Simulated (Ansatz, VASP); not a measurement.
## PbS in VASP and in Ansatz

POSCAR

```
PbS
1.0
    2.0134000000      1.1624370320      3.3128333333
   -2.0134000000      1.1624370320      3.3128333333
    0.0000000000     -2.3248740640      3.3128333333
Pb S
1 1
Direct
    0.9781509158      0.9781509158      0.9781509158
    0.4774504142      0.4774504142      0.4774504142
```

INCAR.step1

```
SYSTEM = PbS
PREC     = Accurate       ! precision mode
ENCUT    = 520            ! plane-wave cutoff, eV
ISMEAR   = 0              ! smearing method
SIGMA    = 0.05           ! smearing width, eV
LREAL    = .False.        ! projectors in reciprocal space
LASPH    = .True.         ! aspherical terms in the spheres
NELM     = 100            ! most SCF steps
NBANDS   = 17             ! bands
GGA      = PE             ! functional
ALGO     = Normal         ! electronic algorithm
EDIFF    = 1E-4           ! SCF threshold, eV
LWAVE    = .True.         ! write WAVECAR
LCHARG   = .False.        ! write CHGCAR
```

The input INCAR.step2:

```
SYSTEM = PbS
PREC     = Accurate       ! precision mode
ENCUT    = 520            ! plane-wave cutoff, eV
EDIFF    = 1E-6           ! SCF threshold, eV
ISMEAR   = 0              ! smearing method
SIGMA    = 0.05           ! smearing width, eV
LREAL    = .False.        ! projectors in reciprocal space
LASPH    = .True.         ! aspherical terms in the spheres
NELM     = 100            ! most SCF steps
ALGO     = Normal         ! electronic algorithm
ISIF     = 2              ! what is computed and relaxed
LWAVE    = .False.        ! write WAVECAR
LCHARG   = .True.         ! write CHGCAR
METAGGA  = R2SCAN         ! meta-GGA
LMIXTAU  = .True.       
LELF     = .True.         ! ELF
LVHAR    = .True.       
NBANDS   = 17             ! bands
ISTART   = 1
```

The input KPOINTS:

```
Automatic mesh
0
Gamma
  9 9 9
  0 0 0
```

Input for Ansatz:

```yaml
crystal:
  lattice:
    - [2.0134, 1.162437032, 3.3128333333]
    - [-2.0134, 1.162437032, 3.3128333333]
    - [0.0, -2.324874064, 3.3128333333]
  atoms:
    - { symbol: Pb, position: [0.9781509158, 0.9781509158, 0.9781509158] }
    - { symbol: S, position: [0.4774504142, 0.4774504142, 0.4774504142] }
basis:
  ecutwfc: 500
kpoints:
  mp_grid: { grid: [9, 9, 9] }
hamiltonian:
  xc: r2scan
scf:
  occupations: { method: gaussian, width: 0.05 }
output:
  forces: true
  stress: true
  eigenvalues: true
```

Alike in both runs: task single point; functional r2SCAN; k mesh 9 × 9 × 9; occupations gaussian, width 0.05 eV; no spin polarisation.

|  | VASP | Ansatz |
| --- | --- | --- |
| version | VASP 6.6.1 | Ansatz 0.2.0 |
| potentials or method | VASP PAW PBE potentials, release 64 (Pb_d, S), cutoff 520 eV | scalar-relativistic, plane waves, PAW |
| valence electrons in the cell | 20 | 20 |

|  | VASP | Ansatz | Ansatz less VASP |
| --- | --- | --- | --- |
| pressure (GPa) | 10.5 | 10.5 | 0.00 |
| traceless stress, the component that is largest in VASP (GPa) | -0.17 | -0.17 | +0.001 |
| rms of the force components (eV/Å) | 0.007 | 0.007 | -0.0003 |

VASP's potentials were made for PBE, not for r2SCAN. Atom by atom the forces differ by 0.000 eV/Å (rms over components). The functional is the same, so the differences come from potentials, cutoffs and numerics.

Spin-orbit coupling is off throughout.
